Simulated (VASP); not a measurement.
# Mg3BeS (P4mm) in VASP: notebook

The runs below take Mg3BeS through single point, relaxation of cell and atoms, with PBE.

Program: VASP 6.6.1. These are calculated values, not measurements. Logs are shortened: lines on timing, memory, paths and dates and some standing lists are left out, and cuts for length are marked.

### 1 The cell of the first run

The structure is tetragonal, space group P4mm (No. 99). Conventional cell: a = 3.689 Å, b = 3.689 Å, c = 6.356 Å, α = 90.00°, β = 90.00°, γ = 90.00°. Mg (site symmetry 2mm) has 2 Mg at 1.85 Å within 2.5 Å. Within 2.2 Å of Mg (site symmetry 4mm) lie 1 S at 1.63 Å and 4 Mg at 1.85 Å. Be (site symmetry 4mm) has 1 S at 1.80 Å within 2.4 Å. Within 2.2 Å of S (site symmetry 4mm) lie 1 Mg at 1.63 Å and 1 Be at 1.80 Å.

### 2 Single point, PBE

File INCAR:

```
SYSTEM = Mg3BeS
PREC     = Accurate       ! precision mode
ENCUT    = 520            ! plane-wave cutoff, eV
EDIFF    = 1E-7           ! SCF threshold, eV
ISMEAR   = 0              ! smearing method
SIGMA    = 0.1            ! smearing width, eV
LREAL    = .FALSE.        ! projectors in reciprocal space
LASPH    = .TRUE.         ! aspherical terms in the spheres
NELM     = 100            ! most SCF steps
ALGO     = Normal         ! electronic algorithm
ISIF     = 2              ! what is computed and relaxed
LWAVE    = .FALSE.        ! write WAVECAR
LCHARG   = .FALSE.        ! write CHGCAR
GGA      = PE             ! functional
NBANDS   = 15             ! bands
```

File KPOINTS:

```
regular mesh
0
G
  6 6 4
  0 0 0
```

File POSCAR:

```
Mg3BeS
1.0
    3.6889557400      0.0000000000      0.0000000000
    0.0000000000      3.6889557400      0.0000000000
    0.0000000000      0.0000000000      6.3557934700
Mg Be S
3 1 1
Direct
    0.5000000000      0.0000000000      0.7940049000
    0.0000000000      0.5000000000      0.7940049000
    0.5000000000      0.5000000000      0.8094110600
    0.5000000000      0.5000000000      0.3489170500
    0.5000000000      0.5000000000      0.0659142400
```

Potentials or basis: VASP PAW PBE potentials, release 64 (Mg, Be, S).

Command:

```
$ cat potpaw_PBE.64/Mg/POTCAR potpaw_PBE.64/Be/POTCAR potpaw_PBE.64/S/POTCAR > POTCAR
$ mpirun -np 1 vasp_std > vasp.out
```

OUTCAR:

```text
SYSTEM = Mg3BeS
   PREC = Accurate
   ENCUT = 520
   EDIFF = 1E-7
   ISMEAR = 0
   LREAL = .FALSE.
   LASPH = .TRUE.
   NELM = 100
   ISIF = 2
   GGA = PE

 ion  position               nearest neighbor table
   1  0.500  0.000  0.794-   3 1.85   3 1.85   5 2.53   5 2.53   2 2.61   2 2.61   2 2.61   2 2.61

   2  0.000  0.500  0.794-   3 1.85   3 1.85   5 2.53   5 2.53   1 2.61   1 2.61   1 2.61   1 2.61

   3  0.500  0.500  0.809-   5 1.63   2 1.85   1 1.85   1 1.85   2 1.85   4 2.93
   4  0.500  0.500  0.349-   5 1.80   3 2.93
   5  0.500  0.500  0.066-   3 1.63   4 1.80   1 2.53   2 2.53   1 2.53   2 2.53

  LATTYP: Found a simple tetragonal cell.
 ALAT       =     3.6889557400
 C/A-ratio  =     1.7229248378

  Lattice vectors:

 A1 = (   3.6889557400,   0.0000000000,   0.0000000000)
 A2 = (   0.0000000000,   3.6889557400,   0.0000000000)
 A3 = (   0.0000000000,   0.0000000000,   6.3557934700)

Analysis of symmetry for initial positions (statically):
=====================================================================
 Subroutine PRICEL returns:
 Original cell was already a primitive cell.

 Routine SETGRP: Setting up the symmetry group for a
 simple tetragonal supercell.

 Subroutine GETGRP returns: Found  8 space group operations
 (whereof  8 operations were pure point group operations)
 out of a pool of 16 trial point group operations.

The static configuration has the point symmetry C_4v.

Analysis of symmetry for dynamics (positions and initial velocities):
=====================================================================
 Subroutine PRICEL returns:
 Original cell was already a primitive cell.

 Routine SETGRP: Setting up the symmetry group for a
 simple tetragonal supercell.

 Subroutine GETGRP returns: Found  8 space group operations
 (whereof  8 operations were pure point group operations)
 out of a pool of 16 trial point group operations.

The dynamic configuration has the point symmetry C_4v.

 Subroutine INISYM returns: Found  8 space group operations
 (whereof  8 operations are pure point group operations),
 and found     1 'primitive' translations

----------------------------------------------------------------------------------------

                                     Primitive cell

  volume of cell :      86.4921

  direct lattice vectors                    reciprocal lattice vectors
[... 102 lines left out ...]
   TEBEG  =    0.0;   TEEND  =   0.0 temperature during run
   PSTRESS=    0.0 pullay stress
   NELECT =      14.0000    total number of electrons
   NUPDOWN=      -1.0000    fix difference up-down
   EMIN   =  10.00;   EMAX   =-10.00  energy-range for DOS
   EFERMI =   0.00;   METHOD = LEGACY
   ISMEAR =     0;   SIGMA  =   0.10  broadening in eV -4-tet -1-fermi 0-gaus
   EFERMI_NEDOS =   21; number of points for ismear=-14 and -15
   IALGO  =     38    algorithm
   IMIX   =      4    mixing-type and parameters
     AMIX     =   0.40;   BMIX     =  1.00
     AMIX_MAG =   1.60;   BMIX_MAG =  1.00
  volume/ion in A,a.u.               =      17.30       116.74
  Fermi-wavevector in a.u.,A,eV,Ry     =   0.892193  1.686000 10.830342  0.796008
  Thomas-Fermi vector in A             =   2.014110
   LORBIT       =      0    0 simple, 1 ext, 2 COOP (PROOUT), +10 PAW based schemes
   GGA     = PE    functional components
   LHFCALC =     F    Hartree Fock is set to
   AEXX    =    0.0000 exact exchange contribution
   IVDW    =     0    specifies the selected vdW correction
   LEPSILON=     F    determine dielectric tensor
   LRPA    =     F    only Hartree local field effects (RPA)
 non-spin polarized calculation
 Gauss-broadening in eV      SIGMA  =   0.10
  energy-cutoff  :      520.00
  volume of cell :       86.49
 maximum number of plane-waves:      2376
 NGX is ok and might be reduce to    28
   NGX = 13   NGY = 13   NGZ = 23

 number of electron      14.0000002 magnetization

 Free energy of the ion-electron system (eV)
  ---------------------------------------------------
  ext. energy  EPLUGINS =         0.00000000
  ---------------------------------------------------
  free energy    TOTEN  =        10.03126983 eV

  energy without entropy =       10.04473461  energy(sigma->0) =       10.03800222

 E-fermi :   4.4240     XC(G=0):  -8.8212

 val. band max:        4.4134882955   @ k =   0.5000   0.0000   0.2500
 cond. band min:       4.4305364186   @ k =   0.1667   0.1667   0.5000
 fundamental gap:      0.0170481231
 Fermi energy:         4.4240266949

 k-point     1 :       0.0000    0.0000    0.0000
  band No.  band energies     occupation
      1     -11.7981      2.00000
      2      -4.0760      2.00000
      3      -1.5166      2.00000
      4      -0.8829      2.00000
      5      -0.8829      2.00000
      6       3.2146      2.00000
      7       5.4766      0.00000
      8       6.1339      0.00000
      9       6.1339      0.00000
     10       6.8219      0.00000
     11       7.4883      0.00000
     12       7.4883      0.00000
     13       9.3961      0.00000
     14       9.4076      0.00000
[... 401 lines left out ...]
      2      -3.3931      2.00000
      3      -3.3723      2.00000
      4      -0.5856      2.00000
      5       0.6816      2.00000
      6       0.8197      2.00000
      7       4.4077      1.18307
      8       5.5969      0.00000
      9       6.5172      0.00000
     10       6.6531      0.00000
     11       6.8577      0.00000
     12       7.8415      0.00000
     13      10.0612      0.00000
     14      10.6091      0.00000
     15      11.1660      0.00000

 [... further k-points ...]
[... 5 lines left out ...]
  --------------------------------------------------------------------------------------
  -------------------------------------------------------------------------------------
  Total       38.3291076     38.3291076     45.2144102      0.0000000     -0.0000000      0.0000000
  in kB      710.0069901    710.0069901    837.5500851      0.0000000     -0.0000000      0.0000000
  external PRESSURE =     752.5213551 kB  Pullay stress =       0.0000000 kB

 VOLUME and BASIS-vectors are now :
 -----------------------------------------------------------------------------
  energy-cutoff  :      520.00
  volume of cell :       86.49
      direct lattice vectors                 reciprocal lattice vectors
     3.688955740  0.000000000  0.000000000     0.271079425  0.000000000  0.000000000
     0.000000000  3.688955740  0.000000000     0.000000000  0.271079425  0.000000000
     0.000000000  0.000000000  6.355793470     0.000000000  0.000000000  0.157336768

 POSITION                                       TOTAL-FORCE (eV/Angst)
 -----------------------------------------------------------------------------------
      1.84448      0.00000      5.04653         0.000000     -0.000000     -1.899629
      0.00000      1.84448      5.04653         0.000000     -0.000000     -1.899629
      1.84448      1.84448      5.14445        -0.000000     -0.000000    -24.670585
      1.84448      1.84448      2.21764         0.000000     -0.000000      4.327062
      1.84448      1.84448      0.41894         0.000000      0.000000     24.142781
 -----------------------------------------------------------------------------------
    total drift:                               -0.000000      0.000000     -0.000193

  FREE ENERGIE OF THE ION-ELECTRON SYSTEM (eV)
  ---------------------------------------------------
  free  energy   TOTEN  =        10.0312698262 eV

  energy  without entropy=       10.0447346101  energy(sigma->0) =       10.03800222
```

OSZICAR:

```text
N       E                     dE             d eps       ncg     rms          rms(c)
DAV:   1     0.659502715679E+02    0.65950E+02   -0.51120E+03   900   0.742E+02
DAV:   2     0.127798248786E+02   -0.53170E+02   -0.49156E+02  1177   0.125E+02
DAV:   3     0.844901052315E+01   -0.43308E+01   -0.42979E+01  1250   0.375E+01
DAV:   4     0.837560091739E+01   -0.73410E-01   -0.73373E-01  1139   0.572E+00
DAV:   5     0.837398136536E+01   -0.16196E-02   -0.16195E-02  1281   0.881E-01    0.103E+01
DAV:   6     0.976912075595E+01    0.13951E+01   -0.19730E+00  1114   0.731E+00    0.684E+00
DAV:   7     0.998587995108E+01    0.21676E+00   -0.64966E-01  1117   0.410E+00    0.322E+00
DAV:   8     0.100297999058E+02    0.43920E-01   -0.64104E-02  1166   0.140E+00    0.937E-01
DAV:   9     0.100315535010E+02    0.17536E-02   -0.81761E-03  1207   0.492E-01    0.223E-01
DAV:  10     0.100314024021E+02   -0.15110E-03   -0.15172E-03  1103   0.212E-01    0.571E-02
DAV:  11     0.100313188279E+02   -0.83574E-04   -0.15393E-04  1194   0.718E-02    0.246E-02
DAV:  12     0.100312751293E+02   -0.43699E-04   -0.39327E-05  1019   0.350E-02    0.712E-03
DAV:  13     0.100312702516E+02   -0.48777E-05   -0.53851E-06  1208   0.125E-02    0.356E-03
DAV:  14     0.100312697469E+02   -0.50472E-06   -0.95506E-07  1082   0.503E-03    0.148E-03
DAV:  15     0.100312698262E+02    0.79267E-07   -0.11756E-07  1160   0.198E-03
   1 F= 0.10031270E+02 E0= 0.10038002E+02  d E =-.134648E-01
```

stdout:

```text
POSCAR found type information on POSCAR MgBeS
 POSCAR found :  3 types and       5 ions
 scaLAPACK will be used
 LDA part: xc-table for (Slater+PW92), standard interpolation
 POSCAR, INCAR and KPOINTS ok, starting setup
 FFT: planning ... GRIDC
 FFT: planning ... GRID_SOFT
 FFT: planning ... GRID
 WAVECAR not read
 entering main loop
```

It took 17 s on 1 thread of Intel Xeon 6975P-C (Granite Rapids), shared host; peak memory 0.2 GiB.

Results:

* Free energy: 10.0313 eV
* Pressure: 75.3 GPa
* Largest force: 24.671 eV/Å
* Band gap on the k mesh: zero (band 7 reaches 5.77 eV, above the bottom of band 8 at 2.59 eV)

Forces on the atoms (eV/Å):
```
Mg    0.000   0.000  -1.900
Mg    0.000   0.000  -1.900
Mg    0.000   0.000 -24.671
Be    0.000   0.000   4.327
S     0.000   0.000  24.143
```

Levels at points of the mesh, in eV from the Fermi level:
```csv
k point,band 5,band 6,band 7,band 8,band 9,band 10
"(0.00, 0.00, 0.00)",-5.31,-1.21,1.05,1.71,1.71,2.40
"(0.50, 0.00, 0.00)",-4.11,-3.15,-0.81,1.15,2.20,2.71
"(0.50, 0.50, 0.00)",-2.83,-2.37,-0.99,-0.99,0.27,0.27
"(0.00, 0.00, 0.50)",-5.20,-2.33,1.12,1.12,1.80,2.50
"(0.50, 0.00, 0.50)",-3.74,-3.60,-0.02,1.17,2.09,2.23
"(0.50, 0.50, 0.50)",-2.79,-2.06,-1.84,-1.84,2.05,2.08
```

Caveat: forces of over 1 eV/Å act on the atoms, so gaps and moduli don't describe the material at rest.

### 3 Single point, PBE

This run uses another cell than the first one, of 29.60 Å³/atom, 1.711 times its volume.

INCAR, as its differences from that of step 2:

```diff
@@ -3,3 +3,3 @@
 ENCUT    = 520            ! plane-wave cutoff, eV
-EDIFF    = 1E-7           ! SCF threshold, eV
+EDIFF    = 1E-6           ! SCF threshold, eV
 ISMEAR   = 0              ! smearing method
```

KPOINTS is that of step 2.

File POSCAR:

```
Mg3BeS
1.0
    4.1792301326      0.0000000000      0.0000000000
    0.0000000000      4.1792301326      0.0000000000
    0.0000000000      0.0000000000      8.4745566092
Mg Be S
3 1 1
Direct
    0.5000000000      0.0000000000      0.8920595204
    0.0000000000      0.5000000000      0.8920595204
    0.5000000000      0.5000000000      0.6134112645
    0.5000000000      0.5000000000      0.3221211328
    0.5000000000      0.5000000000      0.0926007121
```

Potentials or basis: VASP PAW PBE potentials, release 64 (Mg, Be, S).

Command:

```
$ cat potpaw_PBE.64/Mg/POTCAR potpaw_PBE.64/Be/POTCAR potpaw_PBE.64/S/POTCAR > POTCAR
$ mpirun -np 1 vasp_std > vasp.out
```

Wall time 23 s (1 thread of Intel Xeon 6975P-C (Granite Rapids), shared host); peak memory 0.27 GiB.

Results (log left out):

* Free energy: -11.4307 eV
* Pressure: 0.0 GPa
* Largest force: 0.014 eV/Å
* Band gap on the k mesh: zero (band 7 reaches 1.76 eV, above the bottom of band 8 at 0.49 eV)

Forces on the atoms (eV/Å):
```
Mg   0.000  0.000 -0.005
Mg   0.000  0.000 -0.005
Mg   0.000  0.000  0.001
Be   0.000  0.000  0.014
S    0.000  0.000 -0.005
```

Levels at points of the mesh, in eV from the Fermi level:
| k point | band 3 | band 4 | band 5 | band 6 | band 7 | band 8 | band 9 | band 10 | band 11 | band 12 |
| --- | --- | --- | --- | --- | --- | --- | --- | --- | --- | --- |
| (0.00, 0.00, 0.00) | -4.47 | -3.52 | -3.52 | -1.89 | -0.29 | 2.31 | 2.31 | 2.34 | 3.01 | 3.18 |
| (0.50, 0.00, 0.00) | -5.34 | -3.33 | -3.17 | -2.12 | -0.84 | -0.17 | 1.99 | 2.73 | 3.20 | 3.46 |
| (0.50, 0.50, 0.00) | -4.80 | -4.80 | -1.87 | -1.17 | -0.57 | -0.57 | 0.16 | 0.75 | 0.75 | 2.91 |
| (0.00, 0.00, 0.50) | -3.96 | -3.51 | -3.51 | -2.87 | 0.41 | 2.02 | 2.02 | 2.59 | 3.08 | 3.95 |
| (0.50, 0.00, 0.50) | -5.32 | -3.33 | -2.71 | -2.32 | -1.68 | 0.83 | 1.48 | 2.80 | 2.92 | 3.79 |
| (0.50, 0.50, 0.50) | -4.79 | -4.79 | -1.46 | -1.16 | -0.86 | -0.86 | -0.56 | 1.84 | 1.84 | 2.55 |

[end of part 1 of 2]
